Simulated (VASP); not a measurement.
# HgTe (F-43m) in VASP: vibrations by perturbation theory with PBEsol

Aim: the vibrations by perturbation theory of HgTe with PBEsol.

Program: VASP 6.6.1. These are calculated values, not measurements. Logs are shortened: lines on timing, memory, paths and dates and some standing lists are left out, and cuts for length are marked.

## Step 1: The cell of the first run

Symmetry: F-43m, No. 216, cubic system. The conventional cell has a = 6.510 Å, b = 6.510 Å, c = 6.510 Å, α = 90.00°, β = 90.00°, γ = 90.00°. Within 3.7 Å of Hg (site symmetry -43m) lie 4 Te at 2.82 Å. Te (site symmetry -43m) has 4 Hg at 2.82 Å within 3.7 Å.

## Step 2: Vibrations by perturbation theory, PBEsol

Contents of INCAR:

```
SYSTEM = HgTe
ALGO = Normal
EDIFF = 1E-8
ENCUT = 520
GGA = PS
IBRION = 8
ISIF = 2
ISMEAR = 0
LASPH = .True.
LCHARG = .False.
LREAL = .False.
LWAVE = .False.
NELM = 80
NSW = 1
PREC = Accurate
SIGMA = 0.15
```

Contents of KPOINTS:

```
k-points
0
Gamma
  10 10 10
  0 0 0
```

Contents of POSCAR:

```
HgTe
1.0
    0.0000000000      3.2551471653      3.2551471653
    3.2551471653      0.0000000000      3.2551471653
    3.2551471653      3.2551471653      0.0000000000
Hg Te
1 1
Direct
    0.0000000000      0.0000000000      0.0000000000
    0.2500000000      0.2500000000      0.2500000000
```

Potentials or basis: VASP PAW PBE potentials, release 64 (Hg, Te).

Command:

```sh
> cat potpaw_PBE.64/Hg/POTCAR potpaw_PBE.64/Te/POTCAR > POTCAR
> mpirun -np 1 vasp_std > vasp.out
```

OUTCAR:

```text
SYSTEM = HgTe
   EDIFF = 1E-8
   ENCUT = 520
   GGA = PS
   IBRION = 8
   ISIF = 2
   ISMEAR = 0
   LASPH = .True.
   LREAL = .False.
   NELM = 80
   NSW = 1
   PREC = Accurate

 ion  position               nearest neighbor table
   1  0.000  0.000  0.000-   2 2.82   2 2.82   2 2.82   2 2.82
   2  0.250  0.250  0.250-   1 2.82   1 2.82   1 2.82   1 2.82

  LATTYP: Found a face centered cubic cell.
 ALAT       =     6.5102943306

  Lattice vectors:

 A1 = (   0.0000000000,   3.2551471653,   3.2551471653)
 A2 = (   3.2551471653,   0.0000000000,   3.2551471653)
 A3 = (   3.2551471653,   3.2551471653,   0.0000000000)

Analysis of symmetry for initial positions (statically):
=====================================================================
 Subroutine PRICEL returns:
 Original cell was already a primitive cell.

 Routine SETGRP: Setting up the symmetry group for a
 face centered cubic supercell.

 Subroutine GETGRP returns: Found 24 space group operations
 (whereof 24 operations were pure point group operations)
 out of a pool of 48 trial point group operations.

The static configuration has the point symmetry T_d .

Analysis of symmetry for dynamics (positions and initial velocities):
=====================================================================
 Subroutine PRICEL returns:
 Original cell was already a primitive cell.

 Routine SETGRP: Setting up the symmetry group for a
 face centered cubic supercell.

 Subroutine GETGRP returns: Found 24 space group operations
 (whereof 24 operations were pure point group operations)
 out of a pool of 48 trial point group operations.

The dynamic configuration has the point symmetry T_d .

 Subroutine INISYM returns: Found 24 space group operations
 (whereof 24 operations are pure point group operations),
 and found     1 'primitive' translations

----------------------------------------------------------------------------------------

                                     Primitive cell

  volume of cell :      68.9830

  direct lattice vectors                    reciprocal lattice vectors
     0.000000000  3.255147165  3.255147165    -0.153602886  0.153602886  0.153602886
     3.255147165  0.000000000  3.255147165     0.153602886 -0.153602886  0.153602886
     3.255147165  3.255147165  0.000000000     0.153602886  0.153602886 -0.153602886

  length of vectors
     4.603473269  4.603473269  4.603473269     0.266048003  0.266048003  0.266048003

  position of ions in fractional coordinates (direct lattice)
     0.000000000  0.000000000  0.000000000
     0.250000000  0.250000000  0.250000000

  ion indices of the primitive-cell ions
   primitive index   ion index
                 1           1
                 2           2

----------------------------------------------------------------------------------------

 KPOINTS: k-points

Automatic generation of k-mesh.
 Grid dimensions read from file:
 generate k-points for:   10   10   10

 Generating k-lattice:

  Cartesian coordinates                     Fractional coordinates (reciprocal lattice)
    -0.015360289  0.015360289  0.015360289     0.100000000  0.000000000  0.000000000
     0.015360289 -0.015360289  0.015360289     0.000000000  0.100000000  0.000000000
     0.015360289  0.015360289 -0.015360289     0.000000000  0.000000000  0.100000000

  Length of vectors
     0.026604800  0.026604800  0.026604800

  Shift w.r.t. Gamma in fractional coordinates (k-lattice)
     0.000000000  0.000000000  0.000000000

 Subroutine IBZKPT returns following result:
 ===========================================

 Found     47 irreducible k-points:
[... 76 lines left out ...]
   LRPA    =     F    only Hartree local field effects (RPA)
 non-spin polarized calculation
 Gauss-broadening in eV      SIGMA  =   0.15
  energy-cutoff  :      520.00
  volume of cell :       68.98
 maximum number of plane-waves:      1876
 NGX is ok and might be reduce to    36
   NGX = 17   NGY = 17   NGZ = 17

--------------------------------------- Ionic step        1  -------------------------------------------

 number of electron      18.0000002 magnetization

 Free energy of the ion-electron system (eV)
  ---------------------------------------------------
  ext. energy  EPLUGINS =         0.00000000
  ---------------------------------------------------
  free energy    TOTEN  =        -4.37700577 eV

  energy without entropy =       -4.37659243  energy(sigma->0) =       -4.37679910

 E-fermi :   2.8278     XC(G=0):  -8.8397

 val. band max:        2.7281582813   @ k =   0.0000   0.0000   0.0000
 cond. band min:       3.2100921198   @ k =   0.1000   0.0000   0.0000
 fundamental gap:      0.4819338385
 Fermi energy:         2.8277580309

 k-point     1 :       0.0000    0.0000    0.0000
  band No.  band energies     occupation
      1      -9.1432      2.00000
      2      -4.4937      2.00000
      3      -4.4937      2.00000
      4      -4.4937      2.00000
      5      -3.9836      2.00000
      6      -3.9836      2.00000
      7       1.8730      2.00000
      8       2.7282      1.65229
      9       2.7282      1.65229
     10       2.7282      1.65229
     11       6.9471      0.00000
     12       6.9471      0.00000
     13       6.9471      0.00000
[... 354 lines left out ...]
  band No.  band energies     occupation
      1      -8.5575      2.00000
      2      -4.3457      2.00000
      3      -4.2534      2.00000
      4      -4.2256      2.00000
      5      -3.9388      2.00000
      6      -3.8934      2.00000
      7      -1.7647      2.00000
      8       0.7510      2.00000
      9       0.9367      2.00000
     10       4.7621      0.00000
     11       5.6697      0.00000
     12       9.0953      0.00000
     13       9.8488      0.00000

 [... further k-points ...]
[... 5 lines left out ...]
  --------------------------------------------------------------------------------------
  -------------------------------------------------------------------------------------
  Total        0.0408592      0.0408592      0.0408592      0.0000000      0.0000000     -0.0000000
  in kB        0.9489839      0.9489839      0.9489839      0.0000000      0.0000000     -0.0000000
  external PRESSURE =       0.9489839 kB  Pullay stress =       0.0000000 kB

 VOLUME and BASIS-vectors are now :
 -----------------------------------------------------------------------------
  energy-cutoff  :      520.00
  volume of cell :       68.98
      direct lattice vectors                 reciprocal lattice vectors
     0.000000000  3.255147165  3.255147165    -0.153602886  0.153602886  0.153602886
     3.255147165  0.000000000  3.255147165     0.153602886 -0.153602886  0.153602886
     3.255147165  3.255147165  0.000000000     0.153602886  0.153602886 -0.153602886

 POSITION                                       TOTAL-FORCE (eV/Angst)
 -----------------------------------------------------------------------------------
      0.00000      0.00000      0.00000         0.000000      0.000000      0.000000
      1.62757      1.62757      1.62757        -0.000000     -0.000000     -0.000000
 -----------------------------------------------------------------------------------
    total drift:                               -0.000000     -0.000000     -0.000000

  FREE ENERGIE OF THE ION-ELECTRON SYSTEM (eV)
  ---------------------------------------------------
  free  energy   TOTEN  =        -4.3770057720 eV

  energy  without entropy=       -4.3765924321  energy(sigma->0) =       -4.37679910

[... ionic steps 2 to 3 ...]

--------------------------------------- Ionic step        4  -------------------------------------------

------------------------ aborting loop because EDIFF is reached ----------------------------------------

[... ionic steps 5 to 6 ...]

--------------------------------------- Ionic step        7  -------------------------------------------

 Free energy of the ion-electron system (eV)
  ---------------------------------------------------
  ---------------------------------------------------
  free energy    TOTEN  =        -0.04795437 eV

  energy without entropy =       -0.04795437

------------------------ aborting loop because EDIFF is reached ----------------------------------------

 INTERNAL STRAIN TENSOR  FOR ION    2  DIRECTION 1   (eV/Angst):
 -----------------------------------------------------------------------------
     0.01386  0.00000  0.00000
     0.00000 -0.00272 -4.63348
     0.00000 -4.63348 -0.00272

 INTERNAL STRAIN TENSOR FOR ION    2 for displacements in x,y,z  (eV/Angst):
          X           Y           Z          XY          YZ          ZX
  --------------------------------------------------------------------------------
  x     0.00000    -0.00000    -0.00000     0.00000    -4.63348     0.00000
  y     0.00000     0.00000     0.00000     0.00000     0.00000    -4.63348
  z    -0.00000    -0.00000     0.00000    -4.63348     0.00000     0.00000

 SECOND DERIVATIVES (NOT SYMMETRIZED)
 ------------------------------------
               1X          1Y          1Z          2X          2Y          2Z
  1X    -3.501675    0.000000    0.000000    3.501675    0.000000    0.000000
  1Y     0.000000   -3.501675    0.000000    0.000000    3.501675    0.000000
  1Z     0.000000    0.000000   -3.501675    0.000000    0.000000    3.501675
  2X     3.500724    0.000000    0.000000   -3.500724    0.000000    0.000000
  2Y     0.000000    3.500724    0.000000    0.000000   -3.500724    0.000000
  2Z     0.000000    0.000000    3.500724    0.000000    0.000000   -3.500724

 Eigenvectors and eigenvalues of the dynamical matrix
 ----------------------------------------------------

   1 f  =    3.312343 THz    20.812064 2PiTHz  110.487866 cm-1    13.698743 meV
             X         Y         Z           dx          dy          dz
      0.000000  0.000000  0.000000     0.623589    0.000000    0.000000
      1.627574  1.627574  1.627574    -0.781752   -0.000000    0.000000
[... 21 lines left out ...]
   6 f/i=    0.000219 THz     0.001378 2PiTHz    0.007315 cm-1     0.000907 meV
             X         Y         Z           dx          dy          dz
      0.000000  0.000000  0.000000    -0.001233   -0.765104    0.160472
      1.627574  1.627574  1.627574    -0.000984   -0.610309    0.128005

--------------------------------------------------------------------------------------------------------

 ELASTIC MODULI CONTR FROM IONIC RELAXATION (kBar)
 Direction    XX          YY          ZZ          XY          YZ          ZX
 --------------------------------------------------------------------------------
 XX          -0.0000      0.0000      0.0000     -0.0000      0.0000      0.0000
 YY           0.0000     -0.0000      0.0000     -0.0000     -0.0000     -0.0000
 ZZ           0.0000      0.0000     -0.0000      0.0000     -0.0000      0.0000
 XY          -0.0000     -0.0000      0.0000   -151.6002      0.0000      0.0000
 YZ           0.0000     -0.0000     -0.0000      0.0000   -151.6002      0.0000
 ZX           0.0000     -0.0000      0.0000      0.0000      0.0000   -151.6002
 --------------------------------------------------------------------------------
```

It took 6.4 min on 1 thread of AMD EPYC 7R43 (Zen 3), shared host; peak memory 0.48 GiB.

What came out:

| Property | Result |
| --- | --- |
| Highest phonon frequency at Γ, LO-TO splitting left out | 110 cm⁻¹ |

Phonon frequencies in cm⁻¹ (negative: imaginary):
| q point | frequencies |
| --- | --- |
| (0.000, 0.000, 0.000) | 0 0 0 110 110 110 |

Caveat: the PAW data sets were made with another functional, which shifts forces and pressure a little; spin-orbit coupling is left out, which moves the levels of the heavy elements.
